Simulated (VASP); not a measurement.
# PbSe (Fm-3m) in VASP: a series of runs, part 2 of 2

VASP 6.6.1. The steps go on from the part before.

## 3. Single point, PBEsol (29.55 Å³/atom)

This run uses another cell than the first one, of 29.55 Å³/atom.

Input file INCAR:

```
ALGO = Normal
EDIFF = 1E-7
ENCUT = 520
GGA = PS
ISIF = 2
ISMEAR = 0
LASPH = T
LCHARG = F
LREAL = F
LWAVE = F
NBANDS = 17
NELM = 100
PREC = Accurate
SIGMA = 0.05
```

Input file KPOINTS:

```
k-points
0
Gamma
  10 10 10
```

Input file POSCAR:

```
PbSe
1.0
    0.0000000000      3.0916276451      3.0916276451
    3.0916276451      0.0000000000      3.0916276451
    3.0916276451      3.0916276451      0.0000000000
Pb Se
1 1
Direct
    0.5000000000      0.5000000000      0.5000000000
    0.0000000000      0.0000000000      0.0000000000
```

Potentials or basis: VASP PAW PBE potentials, release 64 (Pb_d, Se).

Started as:

```console
cat potpaw_PBE.64/Pb_d/POTCAR potpaw_PBE.64/Se/POTCAR > POTCAR
mpirun -np 1 vasp_std > vasp.out
```

OUTCAR:

```text
EDIFF = 1E-7
   ENCUT = 520
   GGA = PS
   ISIF = 2
   ISMEAR = 0
   LASPH = T
   LREAL = F
   NELM = 100
   PREC = Accurate

 ion  position               nearest neighbor table
   1  0.500  0.500  0.500-   2 3.09   2 3.09   2 3.09   2 3.09   2 3.09   2 3.09
   2  0.000  0.000  0.000-   1 3.09   1 3.09   1 3.09   1 3.09   1 3.09   1 3.09

  LATTYP: Found a face centered cubic cell.
 ALAT       =     6.1832552902

  Lattice vectors:

 A1 = (   0.0000000000,   3.0916276451,   3.0916276451)
 A2 = (   3.0916276451,   0.0000000000,   3.0916276451)
 A3 = (   3.0916276451,   3.0916276451,   0.0000000000)

Analysis of symmetry for initial positions (statically):
=====================================================================
 Subroutine PRICEL returns:
 Original cell was already a primitive cell.

 Routine SETGRP: Setting up the symmetry group for a
 face centered cubic supercell.

 Subroutine GETGRP returns: Found 48 space group operations
 (whereof 48 operations were pure point group operations)
 out of a pool of 48 trial point group operations.

The static configuration has the point symmetry O_h .

Analysis of symmetry for dynamics (positions and initial velocities):
=====================================================================
 Subroutine PRICEL returns:
 Original cell was already a primitive cell.

 Routine SETGRP: Setting up the symmetry group for a
 face centered cubic supercell.

 Subroutine GETGRP returns: Found 48 space group operations
 (whereof 48 operations were pure point group operations)
 out of a pool of 48 trial point group operations.

The dynamic configuration has the point symmetry O_h .

 Subroutine INISYM returns: Found 48 space group operations
 (whereof 48 operations are pure point group operations),
 and found     1 'primitive' translations

----------------------------------------------------------------------------------------

                                     Primitive cell

  volume of cell :      59.1006
[... 109 lines left out ...]
     AMIX_MAG =   1.60;   BMIX_MAG =  1.00
  volume/ion in A,a.u.               =      29.55       199.42
  Fermi-wavevector in a.u.,A,eV,Ry     =   1.140830  2.155856 17.707893  1.301493
  Thomas-Fermi vector in A             =   2.277531
   LORBIT       =      0    0 simple, 1 ext, 2 COOP (PROOUT), +10 PAW based schemes
   GGA     = PS    functional components
   LHFCALC =     F    Hartree Fock is set to
   AEXX    =    0.0000 exact exchange contribution
   IVDW    =     0    specifies the selected vdW correction
   LEPSILON=     F    determine dielectric tensor
   LRPA    =     F    only Hartree local field effects (RPA)
 non-spin polarized calculation
 Gauss-broadening in eV      SIGMA  =   0.05
  energy-cutoff  :      520.00
  volume of cell :       59.10
 maximum number of plane-waves:      1639
 NGX is ok and might be reduce to    36
   NGX = 17   NGY = 17   NGZ = 17

 number of electron      20.0000003 magnetization

 Free energy of the ion-electron system (eV)
  ---------------------------------------------------
  ext. energy  EPLUGINS =         0.00000000
  ---------------------------------------------------
  free energy    TOTEN  =        -8.90311569 eV

  energy without entropy =       -8.90311566  energy(sigma->0) =       -8.90311568

 E-fermi :   4.6687     XC(G=0):  -9.5812

 val. band max:        4.5187710189   @ k =   0.5000   0.0000   0.0000
 cond. band min:       4.8186594639   @ k =   0.5000   0.0000   0.0000
 fundamental gap:      0.2998884450
 Fermi energy:         4.6687136491

 k-point     1 :       0.0000    0.0000    0.0000
  band No.  band energies     occupation
      1     -12.1557      2.00000
      2     -12.1557      2.00000
      3     -12.1557      2.00000
      4     -12.1525      2.00000
      5     -12.1525      2.00000
      6      -8.8114      2.00000
[... 457 lines left out ...]
      4     -12.1252      2.00000
      5     -12.1229      2.00000
      6      -7.7944      2.00000
[... 9 lines left out ...]
     16      15.2029      0.00000
     17      15.9264      0.00000

 [... further k-points ...]

------------------------ aborting loop because EDIFF is reached ----------------------------------------

  FORCE on cell =-STRESS in cart. coord.  units (eV):
  Direction    XX          YY          ZZ          XY          YZ          ZX
  --------------------------------------------------------------------------------------
  -------------------------------------------------------------------------------------
  Total       -0.7138367     -0.7138367     -0.7138367      0.0000000      0.0000000     -0.0000000
  in kB      -19.3516474    -19.3516474    -19.3516474      0.0000000      0.0000000     -0.0000000
  external PRESSURE =     -19.3516474 kB  Pullay stress =       0.0000000 kB

 VOLUME and BASIS-vectors are now :
 -----------------------------------------------------------------------------
  energy-cutoff  :      520.00
  volume of cell :       59.10
      direct lattice vectors                 reciprocal lattice vectors
     0.000000000  3.091627645  3.091627645    -0.161727109  0.161727109  0.161727109
     3.091627645  0.000000000  3.091627645     0.161727109 -0.161727109  0.161727109
     3.091627645  3.091627645  0.000000000     0.161727109  0.161727109 -0.161727109

 POSITION                                       TOTAL-FORCE (eV/Angst)
 -----------------------------------------------------------------------------------
      3.09163      3.09163      3.09163        -0.000000      0.000000      0.000000
      0.00000      0.00000      0.00000         0.000000     -0.000000     -0.000000
 -----------------------------------------------------------------------------------
    total drift:                                0.000000      0.000000      0.000000

  FREE ENERGIE OF THE ION-ELECTRON SYSTEM (eV)
  ---------------------------------------------------
  free  energy   TOTEN  =        -8.9031156900 eV

  energy  without entropy=       -8.9031156620  energy(sigma->0) =       -8.90311568
```

stdout:

```text
POSCAR found type information on POSCAR PbSe
 POSCAR found :  2 types and       2 ions
 scaLAPACK will be used
 -----------------------------------------------------------------------------
|                                                                             |
|                                                                             |
|     You enforced a specific xc type in the INCAR file but a different       |
|     I HOPE YOU KNOW WHAT YOU ARE DOING!                                     |
|                                                                             |
 -----------------------------------------------------------------------------

 LDA part: xc-table for (Slater+PW92), standard interpolation
 POSCAR, INCAR and KPOINTS ok, starting setup
 FFT: planning ... GRIDC
 FFT: planning ... GRID_SOFT
 FFT: planning ... GRID
 WAVECAR not read
 entering main loop
```

It took 2.3 min on 1 thread of Intel Xeon 8259CL, shared host; peak memory 0.2 GiB.

What came out:

* Free energy: -8.9031 eV
* Pressure: -1.9 GPa
* Band gap on the k mesh: 0.30 eV

Levels at points of the mesh, in eV from the valence-band top:
| k point | band 8 | band 9 | band 10 | band 11 | band 12 | band 13 |
| --- | --- | --- | --- | --- | --- | --- |
| (0.00, 0.00, 0.00) | -1.71 | -1.71 | -1.71 | 4.63 | 4.63 | 4.63 |
| (0.50, 0.00, 0.00) | -1.32 | -1.32 | 0.00 | 0.30 | 1.74 | 1.74 |
| (0.50, 0.50, 0.00) | -4.75 | -3.03 | -3.03 | 3.73 | 5.49 | 5.49 |

Caveat: the PAW data sets were made with another functional, which shifts forces and pressure a little; spin-orbit coupling is left out, which moves the levels of the heavy elements. A k mesh can miss the band edges.
